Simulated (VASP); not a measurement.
Wanted: the native input for a VASP 6.6.1 run.

```yaml
Task: single point
Functional: PBE
Dispersion: D3(BJ)
Potentials_or_basis: VASP PAW PBE potentials, release 64 (Ag, I)
Cutoff: 500 eV
k_mesh: 6 × 6 × 2
Occupations: gaussian, width 0.01 eV
Spin: no spin polarisation
Dipole_correction: no
Further_INCAR_settings: ALGO = Normal; EDIFF = 1e-06; NBANDS = 26
```

The structure of AgI lies in POSCAR:

```
AgI
1.0
    4.6507421514      0.0000000000      0.0000000000
   -2.3253710757      4.0276608495      0.0000000000
    0.0000000000      0.0000000000      7.5997163705
Ag I
2 2
Direct
    0.6666666667      0.3333333333      0.6275238183
    0.3333333333      0.6666666667      0.1275238183
    0.6666666667      0.3333333333      0.0024761817
    0.3333333333      0.6666666667      0.5024761817
```

The input as run:

INCAR

```
SYSTEM = AgI
PREC = Accurate
ENCUT = 500
EDIFF = 1E-6
ISMEAR = 0
SIGMA = 0.01
LREAL = .False.
LASPH = .True.
NELM = 120
ALGO = Normal
ISIF = 2
LWAVE = .False.
LCHARG = .False.
GGA = PE
IVDW = 12
NBANDS = 26
GGA_COMPAT = .False.
```

KPOINTS

```
Automatic mesh
0
Gamma
  6 6 2
  0 0 0
```

Potentials or basis: VASP PAW PBE potentials, release 64 (Ag, I).

Command:

```sh
$ cat potpaw_PBE.64/Ag/POTCAR potpaw_PBE.64/I/POTCAR > POTCAR
$ mpirun -np 1 vasp_std > vasp.out
```

It gave:

| Quantity | Value |
| --- | --- |
| Pressure | -1.1 GPa |
| Band gap on the k mesh | 1.37 eV |
| Dispersion energy per atom | -0.309 eV |

Caveat: spin-orbit coupling is left out, which moves the levels of the heavy elements.

It took 30 s on 1 thread of AMD EPYC 9R45 96-Core Processor (Zen 5), with other jobs on the host, peak memory 0.23 GiB.
